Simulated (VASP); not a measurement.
The system is Fe.

```
Fe
1.0
    -1.45256    1.45256    1.45256
     1.45256   -1.45256    1.45256
     1.45256    1.45256   -1.45256
Fe
1
Direct
  0.00000 0.00000 0.00000
```

Base run:

```yaml
Program: VASP 6.6.1
Functional: PBEsol
Dispersion: D4
Potentials_or_basis: VASP PAW PBE potentials, release 64 (Fe_sv)
Cutoff: 690 eV
k_mesh: 13 × 13 × 13
Occupations: fermi-dirac, width 0.05 eV
Spin: collinear spin, ferromagnetic start
Starting_moments: "[3.0] μB"
```

Its results: pressure -23.2 GPa; net moment 2.33 μB per cell; site moments Fe +2.33 μB.

Task: After a change of settings the same cell gave: pressure -14.3 GPa; net moment 2.26 μB per cell; site moments Fe +2.27 μB. Which change was it?
A. functional from PBEsol to BLYP
B. functional from PBEsol to b88 exchange, pbe correlation; dispersion from D4 to none
C. dispersion from D4 to D3(BJ); occupations from fermi-dirac, width 0.05 eV to methfessel-paxton, width 0.1 eV

Result: A.

BLYP binds less tightly than PBEsol, so the same cell stands under more pressure.

Caveats: the cell stands under tension; the PAW data sets were made with another functional, which shifts forces and pressure a little.
